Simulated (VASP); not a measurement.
Set up this calculation in VASP 6.6.1, as the native input.

```yaml
Task: single point
Functional: PBE
Potentials_or_basis: VASP PAW PBE potentials, release 64 (Tb)
Cutoff: 600 eV
k_mesh: 14 × 14 × 8
Occupations: gaussian, width 0.05 eV
Spin: non-collinear spin, typed start, spin-orbit coupling
Starting_moments: "[[0.0, 0.0, 6.12], [0.0, 0.0, 6.12]] μB"
Dipole_correction: no
Further_INCAR_settings: ALGO = Normal; EDIFF = 1e-06; NBANDS = 50
```

The structure of Tb lies in POSCAR:

```
Tb
1.0
    3.5869285334      0.0000000000      0.0000000000
   -1.7934642667      3.1063712314      0.0000000000
    0.0000000000      0.0000000000      5.7220509948
Tb
2
Direct
    0.3333333333      0.6666666667      0.7500000000
    0.6666666667      0.3333333333      0.2500000000
```

These files were run (other wordings do the same):

INCAR

```
SYSTEM = Tb
PREC = Accurate
ENCUT = 600
EDIFF = 1E-6
ISMEAR = 0
SIGMA = 0.05
LREAL = .False.
LASPH = .True.
NELM = 200
ALGO = Normal
ISIF = 2
LWAVE = .False.
LCHARG = .False.
LNONCOLLINEAR = .True.
MAGMOM = 0 0 6.12 0 0 6.12
LORBIT = 11
LSORBIT = .True.
GGA_COMPAT = .False.
LORBMOM = .True.
LMAXMIX = 6
GGA = PE
NBANDS = 50
KPAR = 4
```

KPOINTS

```
regular mesh
0
Gamma
  14 14 8
  0 0 0
```

Potentials or basis: VASP PAW PBE potentials, release 64 (Tb).

The run is started by

```console
$ cat potpaw_PBE.64/Tb/POTCAR > POTCAR
$ mpirun -np 4 vasp_ncl > vasp.out
```

It gave:

```json
{
 "Pressure": "0.9 GPa",
 "Net moment": "12.12 μB per cell",
 "Valence electrons inside the program's atomic spheres": "Tb 16.34"
}
```

Caveat: the magnetic or orbital state may not be the lowest.

Run time: 42 min on 4 MPI ranks on Intel(R) Xeon(R) Platinum 8259CL CPU @ 2.50GHz (Skylake/Cascade Lake), on a shared host, peak memory 1.1 GiB a rank.
